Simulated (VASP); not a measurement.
# Pt (P6_3/mmc) in VASP: a series of runs, part 3 of 3

VASP 6.6.1. The steps go on from the part before.

**7. Single point, r2SCAN (strain +0.015 along x and y, -0.015 along z)**

Input file POSCAR:

```
Pt
1.0
    2.7739638542      0.0000000000      0.0000000000
   -1.3869819271      2.4023231669      0.0000000000
    0.0000000000      0.0000000000      4.6938729642
Pt
2
Direct
    0.6666666667      0.3333333333      0.7500000000
    0.3333333333      0.6666666667      0.2500000000
```

Input file INCAR.step1:

```
SYSTEM = Pt
ALGO     = Normal         ! electronic algorithm
EDIFF    = 1E-4           ! SCF threshold, eV
ENCUT    = 520            ! plane-wave cutoff, eV
GGA      = PE             ! functional
ISMEAR   = 0              ! smearing method
LASPH    = .True.         ! aspherical terms in the spheres
LCHARG   = .False.        ! write CHGCAR
LREAL    = .False.        ! projectors in reciprocal space
LWAVE    = .True.         ! write WAVECAR
NBANDS   = 17             ! bands
NELM     = 100            ! most SCF steps
PREC     = Accurate       ! precision mode
SIGMA    = 0.15           ! smearing width, eV
```

Input file INCAR.step2:

```
SYSTEM = Pt
ALGO     = Normal         ! electronic algorithm
EDIFF    = 1E-6           ! SCF threshold, eV
ENCUT    = 520            ! plane-wave cutoff, eV
ISIF     = 2              ! what is computed and relaxed
ISMEAR   = 0              ! smearing method
ISTART   = 1            
LASPH    = .True.         ! aspherical terms in the spheres
LCHARG   = .False.        ! write CHGCAR
LMIXTAU  = .True.       
LREAL    = .False.        ! projectors in reciprocal space
LWAVE    = .False.        ! write WAVECAR
METAGGA  = R2SCAN         ! meta-GGA
NBANDS   = 17             ! bands
NELM     = 100            ! most SCF steps
PREC     = Accurate       ! precision mode
SIGMA    = 0.15           ! smearing width, eV
```

Input file KPOINTS:

```
k-points
0
Gamma
  24 24 12
  0 0 0
```

Potentials or basis: VASP PAW PBE potentials, release 64 (Pt).

The run is started by

```sh
> cat potpaw_PBE.64/Pt/POTCAR > POTCAR
> cp INCAR.step1 INCAR
> mpirun -np 1 vasp_std > vasp.out
> cp INCAR.step2 INCAR
> mpirun -np 1 vasp_std > vasp.out
```

OUTCAR:

```text
SYSTEM = Pt
   EDIFF = 1E-6
   ENCUT = 520
   ISIF = 2
   ISMEAR = 0
   ISTART = 1
   LASPH = .True.
   LREAL = .False.
   METAGGA = R2SCAN
   NELM = 100
   PREC = Accurate

 ion  position               nearest neighbor table
   1  0.667  0.333  0.750-   2 2.84   2 2.84   2 2.84   2 2.84   2 2.84   2 2.84
   2  0.333  0.667  0.250-   1 2.84   1 2.84   1 2.84   1 2.84   1 2.84   1 2.84

  LATTYP: Found a hexagonal cell.
 ALAT       =     2.7739638542
 C/A-ratio  =     1.6921175657

  Lattice vectors:

 A1 = (   2.7739638542,   0.0000000000,   0.0000000000)
 A2 = (  -1.3869819271,   2.4023231669,   0.0000000000)
 A3 = (   0.0000000000,   0.0000000000,   4.6938729642)

Analysis of symmetry for initial positions (statically):
=====================================================================
 Subroutine PRICEL returns:
 Original cell was already a primitive cell.

 Routine SETGRP: Setting up the symmetry group for a
 hexagonal supercell.

 Subroutine GETGRP returns: Found 24 space group operations
 (whereof 12 operations were pure point group operations)
 out of a pool of 24 trial point group operations.

The static configuration has the point symmetry D_3d.
 The point group associated with its full space group is D_6h.

Analysis of symmetry for dynamics (positions and initial velocities):
=====================================================================
 Subroutine PRICEL returns:
 Original cell was already a primitive cell.

 Routine SETGRP: Setting up the symmetry group for a
 hexagonal supercell.

 Subroutine GETGRP returns: Found 24 space group operations
 (whereof 12 operations were pure point group operations)
 out of a pool of 24 trial point group operations.

The dynamic configuration has the point symmetry D_3d.
 The point group associated with its full space group is D_6h.

 Subroutine INISYM returns: Found 24 space group operations
 (whereof 12 operations are pure point group operations),
 and found     1 'primitive' translations
[... 112 lines left out ...]
   IALGO  =     38    algorithm
   IMIX   =      4    mixing-type and parameters
     AMIX     =   0.40;   BMIX     =  1.00
     AMIX_MAG =   1.60;   BMIX_MAG =  1.00
  volume/ion in A,a.u.               =      15.64       105.54
  Fermi-wavevector in a.u.,A,eV,Ry     =   1.410361  2.665196 27.063598  1.989118
  Thomas-Fermi vector in A             =   2.532323
   LORBIT       =      0    0 simple, 1 ext, 2 COOP (PROOUT), +10 PAW based schemes
   METAGGA = R2SCAN    functional components
   LHFCALC =     F    Hartree Fock is set to
   AEXX    =    0.0000 exact exchange contribution
   IVDW    =     0    specifies the selected vdW correction
   LEPSILON=     F    determine dielectric tensor
   LRPA    =     F    only Hartree local field effects (RPA)
 non-spin polarized calculation
 Gauss-broadening in eV      SIGMA  =   0.15
  energy-cutoff  :      520.00
  volume of cell :       31.28
 maximum number of plane-waves:       858
 NGX is ok and might be reduce to    24
   NGX = 11   NGY = 11   NGZ = 17

 number of electron      20.0000002 magnetization

 Free energy of the ion-electron system (eV)
  ---------------------------------------------------
  ext. energy  EPLUGINS =         0.00000000
  ---------------------------------------------------
  free energy    TOTEN  =      -102.88281661 eV

  energy without entropy =     -102.84010548  energy(sigma->0) =     -102.86146105

 E-fermi :  10.3053     XC(G=0): -14.3726

 val. band max:       10.3049764453   @ k =   0.2917   0.2500   0.0833
 cond. band min:      10.3054933696   @ k =   0.3750   0.1667   0.0000
 fundamental gap:      0.0005169243
 Fermi energy:        10.3052963908

 k-point     1 :       0.0000    0.0000    0.0000
  band No.  band energies     occupation
      1       0.2540      2.00000
      2       3.0243      2.00000
      3       6.3761      2.00000
      4       6.7325      2.00000
      5       6.7325      2.00000
      6       7.1535      2.00000
[... 457 lines left out ...]
      4       6.8019      2.00000
      5       6.8703      2.00000
      6       7.3044      2.00000
[... 9 lines left out ...]
     16      22.7072      0.00000
     17      24.6889      0.00000

 [... further k-points ...]

------------------------ aborting loop because EDIFF is reached ----------------------------------------

  FORCE on cell =-STRESS in cart. coord.  units (eV):
  Direction    XX          YY          ZZ          XY          YZ          ZX
  --------------------------------------------------------------------------------------
  -------------------------------------------------------------------------------------
  Total       -1.0268599     -1.0268599     -0.0409459      0.0000000     -0.0000000      0.0000000
  in kB      -52.5966665    -52.5966665     -2.0972866      0.0000000     -0.0000000      0.0000000
  external PRESSURE =     -35.7635399 kB  Pullay stress =       0.0000000 kB

 VOLUME and BASIS-vectors are now :
 -----------------------------------------------------------------------------
  energy-cutoff  :      520.00
  volume of cell :       31.28
      direct lattice vectors                 reciprocal lattice vectors
     2.773963854  0.000000000  0.000000000     0.360494964  0.208131865  0.000000000
    -1.386981927  2.402323167  0.000000000     0.000000000  0.416263729  0.000000000
     0.000000000  0.000000000  4.693872964     0.000000000  0.000000000  0.213043686

 POSITION                                       TOTAL-FORCE (eV/Angst)
 -----------------------------------------------------------------------------------
      1.38698      0.80077      3.52040         0.000000     -0.000000      0.000000
     -0.00000      1.60155      1.17347        -0.000000      0.000000      0.000000
 -----------------------------------------------------------------------------------
    total drift:                                0.000000     -0.000000      0.000000

  FREE ENERGIE OF THE ION-ELECTRON SYSTEM (eV)
  ---------------------------------------------------
  free  energy   TOTEN  =      -102.8828166134 eV

  energy  without entropy=     -102.8401054808  energy(sigma->0) =     -102.86146105
```

OUTCAR.step1:

```text
SYSTEM = Pt
   EDIFF = 1E-4
   ENCUT = 520
   GGA = PE
   ISMEAR = 0
   LASPH = .True.
   LREAL = .False.
[... 704 lines left out ...]
      1.38698      0.80077      3.52040         0.000000     -0.000000      0.000000
     -0.00000      1.60155      1.17347        -0.000000      0.000000      0.000000
 -----------------------------------------------------------------------------------
    total drift:                                0.000000     -0.000000      0.000000

  FREE ENERGIE OF THE ION-ELECTRON SYSTEM (eV)
  ---------------------------------------------------
  free  energy   TOTEN  =       -12.0970140451 eV

  energy  without entropy=      -12.0503205228  energy(sigma->0) =      -12.07366728
```

Wall time 5.5 min (1 thread of Intel Xeon Platinum 8488C (Sapphire Rapids), shared host); peak memory 0.31 GiB.

What came out:

```
Free energy            : -102.8828 eV
Pressure               : -3.6 GPa
Band gap on the k mesh : zero (bands 10 and 11 overlap by 1.34 eV)
```

Stress tensor (GPa, compression positive):
```
-5.26  0.00  0.00
 0.00 -5.26  0.00
 0.00  0.00 -0.21
```

Caveat: the cell differs from its parent crystal (strain +0.015 along x and y, -0.015 along z); the cell stands under tension; the PAW data sets were made with another functional, which shifts forces and pressure a little; spin-orbit coupling is left out, which moves the levels of the heavy elements.

**8. The runs side by side**

| cell | gap on the mesh (eV) | pressure (GPa) |
| --- | --- | --- |
| a = 2.692, b = 2.692, c = 4.622 Å, angles 90.0, 90.0, 120.0°, 2 atoms | none | 19.7 |
| a = 2.651, b = 2.651, c = 4.837 Å, angles 90.0, 90.0, 120.0°, 2 atoms | none | 17.5 |
| a = 2.692, b = 2.692, c = 4.694 Å, angles 90.0, 90.0, 120.0°, 2 atoms | none | 14.7 |
| a = 2.774, b = 2.774, c = 4.622 Å, angles 90.0, 90.0, 120.0°, 2 atoms | none | 0.4 |
| a = 2.733, b = 2.733, c = 4.837 Å, angles 90.0, 90.0, 120.0°, 2 atoms | none | -2.6 |
| a = 2.774, b = 2.774, c = 4.694 Å, angles 90.0, 90.0, 120.0°, 2 atoms | none | -3.6 |

Alike in all rows: task single point; level r2SCAN; potentials or basis VASP PAW PBE potentials, release 64 (Pt); no spin polarisation; k mesh 24 × 24 × 12; cutoff (eV) 520; smearing gaussian 0.15 eV.

Caveats: the PAW data sets were made with another functional, which shifts forces and pressure a little; spin-orbit coupling is left out, which moves the levels of the heavy elements; the cell stands under pressure (at least some runs); the cell stands under tension (at least some runs).

Total energies depend on the potentials used, so only differences within one code and one set of settings carry meaning.
